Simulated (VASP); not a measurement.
# AlCo (Pm-3m) in VASP: notebook

The runs below take AlCo through single point, with PBEsol.

Everything below comes from runs of VASP 6.6.1. Logs are shortened: lines on timing, memory, paths and dates and some standing lists are left out, and cuts for length are marked.

### Step 1. The cell of the first run

Symmetry: Pm-3m, No. 221, cubic system. The conventional cell has a = 2.794 Å, b = 2.794 Å, c = 2.794 Å, α = 90.00°, β = 90.00°, γ = 90.00°. Al (site symmetry m-3m) has 8 Co at 2.42 Å and 6 Al at 2.79 Å within 3.2 Å. Co (site symmetry m-3m) has 8 Al at 2.42 Å and 6 Co at 2.79 Å within 3.2 Å.

### Step 2. Single point, PBEsol (volume scaled by 0.97)

File INCAR:

```
SYSTEM = AlCo
PREC     = Accurate       ! precision mode
ENCUT    = 520            ! plane-wave cutoff, eV
EDIFF    = 1E-7           ! SCF threshold, eV
ISMEAR   = 0              ! smearing method
SIGMA    = 0.1            ! smearing width, eV
LREAL    = .False.        ! projectors in reciprocal space
LASPH    = .True.         ! aspherical terms in the spheres
NELM     = 80             ! most SCF steps
ALGO     = Fast           ! electronic algorithm
ISIF     = 2              ! what is computed and relaxed
LWAVE    = .False.        ! write WAVECAR
LCHARG   = .False.        ! write CHGCAR
GGA      = PS             ! functional
NBANDS   = 13             ! bands
```

File KPOINTS:

```
regular mesh
0
Gamma
  14 14 14
  0 0 0
```

File POSCAR:

```
AlCo
1.0
    2.7940726213      0.0000000000      0.0000000000
    0.0000000000      2.7940726213      0.0000000000
    0.0000000000      0.0000000000      2.7940726213
Al Co
1 1
Direct
    0.0000000000      0.0000000000      0.0000000000
    0.5000000000      0.5000000000      0.5000000000
```

Potentials or basis: VASP PAW PBE potentials, release 64 (Al, Co).

The run is started by

```sh
> cat potpaw_PBE.64/Al/POTCAR potpaw_PBE.64/Co/POTCAR > POTCAR
> mpirun -np 1 vasp_std > vasp.out
```

OUTCAR:

```text
SYSTEM = AlCo
   PREC = Accurate
   ENCUT = 520
   EDIFF = 1E-7
   ISMEAR = 0
   LREAL = .False.
   LASPH = .True.
   NELM = 80
   ISIF = 2
   GGA = PS

 ion  position               nearest neighbor table
   1  0.000  0.000  0.000-   2 2.42   2 2.42   2 2.42   2 2.42   2 2.42   2 2.42   2 2.42   2 2.42

   2  0.500  0.500  0.500-   1 2.42   1 2.42   1 2.42   1 2.42   1 2.42   1 2.42   1 2.42   1 2.42

  LATTYP: Found a simple cubic cell.
 ALAT       =     2.7940726213

  Lattice vectors:

 A1 = (   2.7940726213,   0.0000000000,   0.0000000000)
 A2 = (   0.0000000000,   2.7940726213,   0.0000000000)
 A3 = (   0.0000000000,   0.0000000000,   2.7940726213)

Analysis of symmetry for initial positions (statically):
=====================================================================
 Subroutine PRICEL returns:
 Original cell was already a primitive cell.

 Routine SETGRP: Setting up the symmetry group for a
 simple cubic supercell.

 Subroutine GETGRP returns: Found 48 space group operations
 (whereof 48 operations were pure point group operations)
 out of a pool of 48 trial point group operations.

The static configuration has the point symmetry O_h .

Analysis of symmetry for dynamics (positions and initial velocities):
=====================================================================
 Subroutine PRICEL returns:
 Original cell was already a primitive cell.

 Routine SETGRP: Setting up the symmetry group for a
 simple cubic supercell.

 Subroutine GETGRP returns: Found 48 space group operations
 (whereof 48 operations were pure point group operations)
 out of a pool of 48 trial point group operations.

The dynamic configuration has the point symmetry O_h .

 Subroutine INISYM returns: Found 48 space group operations
 (whereof 48 operations are pure point group operations),
 and found     1 'primitive' translations

----------------------------------------------------------------------------------------

                                     Primitive cell

  volume of cell :      21.8129

  direct lattice vectors                    reciprocal lattice vectors
     2.794072621  0.000000000  0.000000000     0.357900504  0.000000000  0.000000000
     0.000000000  2.794072621  0.000000000     0.000000000  0.357900504  0.000000000
     0.000000000  0.000000000  2.794072621     0.000000000  0.000000000  0.357900504

  length of vectors
     2.794072621  2.794072621  2.794072621     0.357900504  0.357900504  0.357900504

  position of ions in fractional coordinates (direct lattice)
     0.000000000  0.000000000  0.000000000
     0.500000000  0.500000000  0.500000000

  ion indices of the primitive-cell ions
   primitive index   ion index
                 1           1
                 2           2

----------------------------------------------------------------------------------------

 KPOINTS: regular mesh

Automatic generation of k-mesh.
 Grid dimensions read from file:
 generate k-points for:   14   14   14

 Generating k-lattice:

  Cartesian coordinates                     Fractional coordinates (reciprocal lattice)
     0.025564322  0.000000000  0.000000000     0.071428571  0.000000000  0.000000000
     0.000000000  0.025564322  0.000000000     0.000000000  0.071428571  0.000000000
     0.000000000  0.000000000  0.025564322     0.000000000  0.000000000  0.071428571

  Length of vectors
     0.025564322  0.025564322  0.025564322

  Shift w.r.t. Gamma in fractional coordinates (k-lattice)
     0.000000000  0.000000000  0.000000000

 Subroutine IBZKPT returns following result:
 ===========================================

 Found    120 irreducible k-points:

 Following reciprocal coordinates:
            Coordinates               Weight
  0.000000  0.000000  0.000000      1.000000
  0.071429  0.000000  0.000000      6.000000
  0.142857  0.000000  0.000000      6.000000
  0.214286  0.000000  0.000000      6.000000
  0.285714  0.000000  0.000000      6.000000
  0.357143  0.000000  0.000000      6.000000
[... 16 lines left out ...]
  0.285714  0.214286  0.000000     24.000000
  0.357143  0.214286  0.000000     24.000000
 [... further k-points ...]
   k-points           NKPTS =    120   k-points in BZ     NKDIM =    120   number of bands    NBANDS=     13
   number of dos      NEDOS =    301   number of ions     NIONS =      2
   total plane-waves  NPLWV =  13824
   dimension x,y,z NGX =    24 NGY =   24 NGZ =   24
   dimension x,y,z NGXF=    48 NGYF=   48 NGZF=   48
   ions per type =               1   1
   NGX,Y,Z   is equivalent  to a cutoff of  14.28, 14.28, 14.28 a.u.
   NGXF,Y,Z  is equivalent  to a cutoff of  28.56, 28.56, 28.56 a.u.
 SYSTEM =  AlCo
   PREC   = accura    normal or accurate (medium, high low for compatibility)
   ISTART =      0    job   : 0-new  1-cont  2-samecut
   ICHARG =      2    charge: 1-file 2-atom 10-const
   ISPIN  =      1    spin polarized calculation?
   LNONCOLLINEAR =      F non collinear calculations
   LSORBIT =      F    spin-orbit coupling
   LASPH  =      T    aspherical Exc in radial PAW
   ENCUT  =  520.0 eV  38.22 Ry    6.18 a.u.   5.20  5.20  5.20*2*pi/ulx,y,z
   NELM   =     80;   NELMIN=  2; NELMDL= -5     # of ELM steps
   EDIFF  = 0.1E-06   stopping-criterion for ELM
   LREAL  =      F    real-space projection
   EDIFFG = 0.1E-05   stopping-criterion for IOM
   NSW    =      0    number of steps for IOM
   IBRION =     -1    ionic relax: 0-MD 1-quasi-New 2-CG
   NFREE  =      0    steps in history (QN), initial steepest desc. (CG)
   ISIF   =      2    stress and relaxation
   ISYM   =      2    0-nonsym 1-usesym 2-fastsym
   POTIM  = 0.5000    time-step for ionic-motion
   TEBEG  =    0.0;   TEEND  =   0.0 temperature during run
   PSTRESS=    0.0 pullay stress
   NELECT =      12.0000    total number of electrons
   NUPDOWN=      -1.0000    fix difference up-down
   EMIN   =  10.00;   EMAX   =-10.00  energy-range for DOS
   EFERMI =   0.00;   METHOD = LEGACY
   ISMEAR =     0;   SIGMA  =   0.10  broadening in eV -4-tet -1-fermi 0-gaus
   EFERMI_NEDOS =   21; number of points for ismear=-14 and -15
   IALGO  =     68    algorithm
   IMIX   =      4    mixing-type and parameters
     AMIX     =   0.40;   BMIX     =  1.00
     AMIX_MAG =   1.60;   BMIX_MAG =  1.00
  volume/ion in A,a.u.               =      10.91        73.60
  Fermi-wavevector in a.u.,A,eV,Ry     =   1.341418  2.534913 24.482364  1.799403
  Thomas-Fermi vector in A             =   2.469653
   LORBIT       =      0    0 simple, 1 ext, 2 COOP (PROOUT), +10 PAW based schemes
   GGA     = PS    functional components
   LHFCALC =     F    Hartree Fock is set to
   AEXX    =    0.0000 exact exchange contribution
   IVDW    =     0    specifies the selected vdW correction
   LEPSILON=     F    determine dielectric tensor
   LRPA    =     F    only Hartree local field effects (RPA)
 non-spin polarized calculation
 RMM-DIIS sequential band-by-band and
 Gauss-broadening in eV      SIGMA  =   0.10
  energy-cutoff  :      520.00
  volume of cell :       21.81
 maximum number of plane-waves:       624
 NGX is ok and might be reduce to    24
   NGX = 11   NGY = 11   NGZ = 11

 number of electron      12.0000001 magnetization

 Free energy of the ion-electron system (eV)
  ---------------------------------------------------
  ext. energy  EPLUGINS =         0.00000000
  ---------------------------------------------------
  free energy    TOTEN  =       -13.07077576 eV

  energy without entropy =      -13.06764016  energy(sigma->0) =      -13.06920796

 E-fermi :  11.2773     XC(G=0): -12.6788

 val. band max:       11.2699872547   @ k =   0.5000   0.3571   0.0714
 cond. band min:      11.3417211005   @ k =   0.5000   0.3571   0.2857
 fundamental gap:      0.0717338458
 Fermi energy:        11.2772684987

 k-point     1 :       0.0000    0.0000    0.0000
  band No.  band energies     occupation
      1      -0.2143      2.00000
      2       8.0029      2.00000
      3       8.0029      2.00000
      4      10.3756      2.00000
      5      10.3756      2.00000
      6      10.3756      2.00000
      7      17.5318      0.00000
      8      17.5318      0.00000
      9      17.5318      0.00000
     10      20.2645      0.00000
     11      20.2645      0.00000
     12      27.5854      0.00000
     13      33.5992      0.00000

 k-point     2 :       0.0714    0.0000    0.0000
  band No.  band energies     occupation
      1      -0.1133      2.00000
      2       7.9957      2.00000
      3       8.0321      2.00000
      4      10.3188      2.00000
      5      10.3188      2.00000
      6      10.3817      2.00000
      7      16.5699      0.00000
      8      17.6730      0.00000
      9      17.6730      0.00000
     10      20.2450      0.00000
     11      21.1637      0.00000
     12      27.8959      0.00000
     13      32.4795      0.00000

 k-point     3 :       0.1429    0.0000    0.0000
  band No.  band energies     occupation
      1       0.1879      2.00000
      2       7.9465      2.00000
      3       8.1154      2.00000
      4      10.1668      2.00000
      5      10.1668      2.00000
      6      10.3987      2.00000
      7      14.9858      0.00000
      8      18.0790      0.00000
      9      18.0790      0.00000
     10      20.1877      0.00000
     11      22.5410      0.00000
     12      28.8622      0.00000
     13      30.7267      0.00000
[... 305 lines left out ...]
 k-point    23 :       0.2857    0.2143    0.0000
  band No.  band energies     occupation
      1       2.1998      2.00000
      2       7.6842      2.00000
      3       8.2976      2.00000
      4       9.3443      2.00000
      5       9.8176      2.00000
      6      10.0823      2.00000
      7      12.7715      0.00000
      8      15.3862      0.00000
      9      20.6178      0.00000
     10      20.9056      0.00000
     11      24.1483      0.00000
     12      27.8765      0.00000
     13      28.2032      0.00000

 k-point    24 :       0.3571    0.2143    0.0000
  band No.  band energies     occupation
      1       3.0054      2.00000
      2       6.9719      2.00000
      3       8.5188      2.00000
      4       9.2697      2.00000
      5       9.6554      2.00000
      6      10.1091      2.00000
      7      11.9913      0.00000
      8      16.0087      0.00000
      9      19.9438      0.00000
     10      21.5397      0.00000
     11      23.9434      0.00000
     12      26.3884      0.00000
     13      28.6817      0.00000

 [... further k-points ...]

------------------------ aborting loop because EDIFF is reached ----------------------------------------

  FORCE on cell =-STRESS in cart. coord.  units (eV):
  Direction    XX          YY          ZZ          XY          YZ          ZX
  --------------------------------------------------------------------------------------
  -------------------------------------------------------------------------------------
  Total        0.8055220      0.8055220      0.8055220      0.0000000     -0.0000000     -0.0000000
  in kB       59.1663681     59.1663681     59.1663681      0.0000000     -0.0000000     -0.0000000
  external PRESSURE =      59.1663681 kB  Pullay stress =       0.0000000 kB

 VOLUME and BASIS-vectors are now :
 -----------------------------------------------------------------------------
  energy-cutoff  :      520.00
  volume of cell :       21.81
      direct lattice vectors                 reciprocal lattice vectors
     2.794072621  0.000000000  0.000000000     0.357900504  0.000000000  0.000000000
     0.000000000  2.794072621  0.000000000     0.000000000  0.357900504  0.000000000
     0.000000000  0.000000000  2.794072621     0.000000000  0.000000000  0.357900504

 POSITION                                       TOTAL-FORCE (eV/Angst)
 -----------------------------------------------------------------------------------
      0.00000      0.00000      0.00000         0.000000      0.000000      0.000000
      1.39704      1.39704      1.39704         0.000000      0.000000      0.000000
 -----------------------------------------------------------------------------------
    total drift:                                0.000000     -0.000000     -0.000000

  FREE ENERGIE OF THE ION-ELECTRON SYSTEM (eV)
  ---------------------------------------------------
  free  energy   TOTEN  =       -13.0707757601 eV

  energy  without entropy=      -13.0676401555  energy(sigma->0) =      -13.06920796
```

Run time: 18 s. Hardware: 1 thread of Intel Xeon Platinum 8488C (Sapphire Rapids), shared host; peak memory 0.16 GiB.

What came out:

```
Free energy            : -13.0708 eV
Pressure               : 5.9 GPa
Band gap on the k mesh : zero (band 6 reaches 13.63 eV, above the bottom of band 7 at 10.99 eV)
```

Caveat: the cell differs from its parent crystal (volume scaled by 0.97); the PAW data sets were made with another functional, which shifts forces and pressure a little. Spin polarisation is off, so any magnetic state and its effect on volume and gap are missing.

### Step 3. Single point, PBEsol

This run uses another cell than the first one, of 11.24 Å³/atom, 1.031 times its volume.

File INCAR:

```
PREC     = Accurate       # precision mode
ENCUT    = 520            # plane-wave cutoff, eV
EDIFF    = 1E-6           # SCF threshold, eV
ISMEAR   = 0              # smearing method
SIGMA    = 0.1            # smearing width, eV
LREAL    = F              # projectors in reciprocal space
LASPH    = T              # aspherical terms in the spheres
NELM     = 80             # most SCF steps
ALGO     = Normal         # electronic algorithm
ISIF     = 2              # what is computed and relaxed
LWAVE    = F              # write WAVECAR
LCHARG   = F              # write CHGCAR
GGA      = PS             # functional
NBANDS   = 13             # bands
```

File KPOINTS:

```
Automatic mesh
0
Gamma
  14 14 14
```

File POSCAR:

```
AlCo
1.0
    2.8225855357      0.0000000000      0.0000000000
    0.0000000000      2.8225855357      0.0000000000
    0.0000000000      0.0000000000      2.8225855357
Al Co
1 1
Direct
    0.0000000000      0.0000000000      0.0000000000
    0.5000000000      0.5000000000      0.5000000000
```

Potentials or basis: VASP PAW PBE potentials, release 64 (Al, Co).

The run is started by

```sh
> cat potpaw_PBE.64/Al/POTCAR potpaw_PBE.64/Co/POTCAR > POTCAR
> mpirun -np 1 vasp_std > vasp.out
```

Run time: 12 s. Hardware: 1 thread of Intel Xeon Platinum 8488C (Sapphire Rapids), shared host; peak memory 0.16 GiB.

The run converged. Its results:

| Property | Result |
| --- | --- |
| Free energy | -13.0841 eV |
| Pressure | 0.1 GPa |
| Band gap on the k mesh | zero (band 6 reaches 13.20 eV, above the bottom of band 7 at 10.58 eV) |

Levels at points of the mesh, in eV from the Fermi level:
```csv
k point,band 4,band 5,band 6,band 7,band 8,band 9
"(0.00, 0.00, 0.00)",-0.86,-0.86,-0.86,6.10,6.10,6.10
"(0.50, 0.00, 0.00)",-1.77,-1.77,-0.74,0.17,8.44,10.74
"(0.50, 0.50, 0.00)",-2.74,-1.56,-1.56,-0.27,2.48,3.67
"(0.50, 0.50, 0.50)",-0.23,-0.23,2.36,2.36,2.36,4.41
```

Caveat: the PAW data sets were made with another functional, which shifts forces and pressure a little. Spin polarisation is off, so any magnetic state and its effect on volume and gap are missing.

(Part 1 of 2 ends here.)
